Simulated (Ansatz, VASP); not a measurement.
CoW3 in VASP and in Ansatz

File INCAR:

```
PREC = Accurate
ENCUT = 520
EDIFF = 1E-6
ISMEAR = 0
SIGMA = 0.15
LREAL = F
LASPH = T
NELM = 100
ALGO = Fast
ISIF = 2
LWAVE = F
LCHARG = F
GGA = PS
NBANDS = 34
```

KPOINTS

```
regular mesh
0
Gamma
  12 12 12
```

POSCAR

```
CoW3
1.0
    3.8582449849      0.0000000000      0.0000000000
    0.0000000000      3.8582449849      0.0000000000
    0.0000000000      0.0000000000      3.8582449849
Co W
1 3
Direct
   -0.0226787050      0.0000000000      0.0000000000
    0.0000000000      0.5000000000      0.5000000000
    0.5000000000      0.0000000000      0.5000000000
    0.5000000000      0.5000000000      0.0000000000
```

Input for Ansatz:

```yaml
crystal:
  lattice:
    - [3.8582449849, 0.0, 0.0]
    - [0.0, 3.8582449849, 0.0]
    - [0.0, 0.0, 3.8582449849]
  atoms:
    - { symbol: Co, position: [-0.022678705, 0.0, 0.0] }
    - { symbol: W, position: [0.0, 0.5, 0.5] }
    - { symbol: W, position: [0.5, 0.0, 0.5] }
    - { symbol: W, position: [0.5, 0.5, 0.0] }
basis:
  ecutwfc: 420
kpoints:
  mp_grid: { grid: [12, 12, 12] }
hamiltonian:
  xc: pbesol
scf:
  occupations: { method: gaussian, width: 0.15 }
output:
  forces: true
  stress: true
  eigenvalues: true
```

Alike in both runs: task single point; functional PBEsol; k mesh 12 × 12 × 12; occupations gaussian, width 0.15 eV; no spin polarisation.

|  | VASP | Ansatz |
| --- | --- | --- |
| version | VASP 6.6.1 | Ansatz 0.2.0 |
| potentials or method | VASP PAW PBE potentials, release 64 (Co, W_sv), cutoff 520 eV | scalar-relativistic, plane waves, PAW |
| valence electrons in the cell | 51 | 59 |

```tsv
	VASP	Ansatz	Ansatz less VASP
gap on the k mesh at the Fermi level (eV)	none	none	-
pressure (GPa)	1.0	0.4	-0.64
traceless stress, the component that is largest in VASP (GPa)	-0.20	-0.19	+0.002
rms of the force components (eV/Å)	0.257	0.257	+0.0003
```

VASP's potentials were made for PBE, not for PBEsol. Atom by atom the forces differ by 0.001 eV/Å (rms over components). A gap of «none» marks a metal or a gap that the smearing closes. The functional is the same, so the differences come from potentials, cutoffs and numerics. VASP's potentials hold 51 valence electrons a cell and Ansatz's 59, so a difference there can come from the potentials and not from the codes.

Spin-orbit coupling is off throughout.
